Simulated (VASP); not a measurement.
Set up this calculation in VASP 6.6.1, as the native input.

```yaml
Task: single point
Functional: PBE
Potentials_or_basis: VASP PAW PBE potentials, release 64 (Na_pv, Cl)
Cutoff: 520 eV
k_mesh: 6 × 6 × 6
Occupations: gaussian, width 0.05 eV
Spin: no spin polarisation
Dipole_correction: no
Further_INCAR_settings: ALGO = Normal; EDIFF = 1e-06; NBANDS = 14
```

The structure of NaCl lies in POSCAR:

```
NaCl
1.0
    3.5897447500      0.0000000000      0.0000000000
    0.0000000000      3.5897447500      0.0000000000
    0.0000000000      0.0000000000      3.4146352500
Na Cl
1 1
Direct
    0.0000000000      0.0000000000      0.0000000000
    0.5000000000      0.5000000000      0.5000000000
```

This cell differs from its parent crystal: strain +0.025 along x and y, -0.025 along z.

The input as run:

INCAR

```
SYSTEM = NaCl
ALGO = Normal
EDIFF = 1E-6
ENCUT = 520
GGA = PE
ISIF = 2
ISMEAR = 0
LASPH = .TRUE.
LCHARG = .FALSE.
LREAL = .FALSE.
LWAVE = .FALSE.
NBANDS = 14
NELM = 60
PREC = Accurate
SIGMA = 0.05
```

KPOINTS

```
k-points
0
G
  6 6 6
  0 0 0
```

Potentials or basis: VASP PAW PBE potentials, release 64 (Na_pv, Cl).

The run is started by

```sh
$ cat potpaw_PBE.64/Na_pv/POTCAR potpaw_PBE.64/Cl/POTCAR > POTCAR
$ mpirun -np 1 vasp_std > vasp.out
```

Results of the run:

* Pressure: -0.5 GPa
* Band gap on the k mesh: 3.66 eV, indirect (least direct gap 4.05 eV)

Caveat: the cell differs from its parent crystal (strain +0.025 along x and y, -0.025 along z).

It took 8.2 s on 1 thread of Intel(R) Xeon(R) 6975P-C (Granite Rapids), on a shared host, peak memory 0.16 GiB.
